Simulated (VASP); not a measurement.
The system is CoPtO2.

```
CELL_PARAMETERS angstrom
1.41227 0.81537 5.93939
-1.41227 0.81537 5.93939
0.00000 -1.63075 5.93939
ATOMIC_POSITIONS crystal
Pt 0.00000 0.00000 0.00000
Co 0.50000 0.50000 0.50000
O 0.11224 0.11224 0.11224
O 0.88776 0.88776 0.88776
```

Base run:

- Program: VASP 6.6.1
- Functional: PBE
- Potentials or basis: VASP PAW PBE potentials, release 64 (Pt, Co, O)
- Cutoff: 520 eV
- k mesh: 11 × 11 × 11
- Occupations: fermi-dirac, width 0.05 eV
- Spin: collinear spin, ferromagnetic start
- Starting moments: [0.0, 0.19, 0.0, 0.0] μB

Its results: pressure 6.0 GPa; net moment 0.00 μB per cell; largest force 0.109 eV/Å.

Problem. The run is repeated on the same cell with these changes: functional from PBE to PBEsol; further incar settings from ALGO = Normal; EDIFF = 1e-06; NBANDS = 28 to ALGO = Normal; EDIFF = 1e-07; NBANDS = 28. What comes out?

Solution. Pressure -4.6 GPa; net moment 0.00 μB per cell; largest force 0.006 eV/Å.

Caveats: the PAW data sets were made with another functional, which shifts forces and pressure a little (some runs).
